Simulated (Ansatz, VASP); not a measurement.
## HfS2: VASP beside Ansatz

```
Hf S
1.0
     3.60586    0.00000    0.00000
    -1.80293    3.12277    0.00000
     0.00000    0.00000    5.77039
Hf S
1 2
Direct
  0.00000 0.00000 0.00000
  0.66667 0.33333 0.74761
  0.33333 0.66667 0.25239
```

Alike in both runs: task single point; functional PBE; dispersion D3(BJ); k mesh 12 × 12 × 6; occupations gaussian, width 0.05 eV; no spin polarisation.

|  | VASP | Ansatz |
| --- | --- | --- |
| version | VASP 6.6.1 | Ansatz 0.2.0 |
| potentials or method | VASP PAW PBE potentials, release 64 (Hf_pv, S), cutoff 500 eV | scalar-relativistic, plane waves, PAW |
| valence electrons in the cell | 22 | 38 |

|  | VASP | Ansatz | Ansatz less VASP |
| --- | --- | --- | --- |
| gap on the k mesh at the Fermi level (eV) | 0.88 | 0.85 | -0.025 |
| least direct gap on the mesh (eV) | 1.81 | 1.80 | -0.013 |
| pressure (GPa) | -0.6 | 0.0 | +0.59 |
| traceless stress, the component that is largest in VASP (GPa) | 0.07 | 0.00 | -0.071 |
| rms of the force components (eV/Å) | 0.031 | 0.000 | -0.0306 |

Atom by atom the forces differ by 0.031 eV/Å (rms over components). VASP's potentials hold 22 valence electrons a cell and Ansatz's 38, so a difference there can come from the potentials and not from the codes.

Spin-orbit coupling is off throughout.
